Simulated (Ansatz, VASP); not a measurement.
# One calculation of CaMg, two programs

INCAR

```
SYSTEM = CaMg
PREC = Accurate
ENCUT = 520
EDIFF = 1E-6
ISMEAR = 0
SIGMA = 0.15
LREAL = .FALSE.
LASPH = .TRUE.
NELM = 80
ALGO = Fast
ISIF = 2
LWAVE = .FALSE.
LCHARG = .FALSE.
NBANDS = 13
```

Contents of KPOINTS:

```
Automatic mesh
0
G
  14 14 14
  0 0 0
```

File POSCAR:

```
CaMg
1.0
    4.0177615667      0.0000000000      0.0000000000
    0.0000000000      4.0177615667      0.0000000000
    0.0000000000      0.0000000000      3.7477679894
Ca Mg
1 1
Direct
    0.0000000000      0.0000000000      0.0000000000
    0.5000000000      0.5000000000      0.5000000000
```

Input for Ansatz:

```yaml
crystal:
  lattice:
    - [4.0177615667, 0.0, 0.0]
    - [0.0, 4.0177615667, 0.0]
    - [0.0, 0.0, 3.7477679894]
  atoms:
    - { symbol: Ca, position: [0.0, 0.0, 0.0] }
    - { symbol: Mg, position: [0.5, 0.5, 0.5] }
basis:
  ecutwfc: 520.0
kpoints:
  mp_grid: { grid: [14, 14, 14] }
hamiltonian:
  xc: lda
scf:
  occupations: { method: gaussian, width: 0.15 }
output:
  forces: true
  stress: true
  eigenvalues: true
```

Alike in both runs: task single point; functional LDA; k mesh 14 × 14 × 14; occupations gaussian, width 0.15 eV; no spin polarisation.

|  | VASP | Ansatz |
| --- | --- | --- |
| version | VASP 6.6.1 | Ansatz 0.2.0 |
| potentials or method | VASP PAW LDA potentials, release 64 (Ca_sv, Mg), cutoff 520 eV | scalar-relativistic, plane waves, PAW |
| valence electrons in the cell | 12 | 20 |

```csv
,VASP,Ansatz,Ansatz less VASP
gap on the k mesh at the Fermi level (eV),none,none,-
pressure (GPa),-1.5,-1.3,+0.15
"traceless stress, the component that is largest in VASP (GPa)",0.69,0.69,-0.007
```

LDA's correlation is that of Perdew and Zunger in VASP and of Perdew and Wang (1992) in Ansatz. A gap of «none» marks a metal or a gap that the smearing closes. VASP's potentials hold 12 valence electrons a cell and Ansatz's 20, so a difference there can come from the potentials and not from the codes.
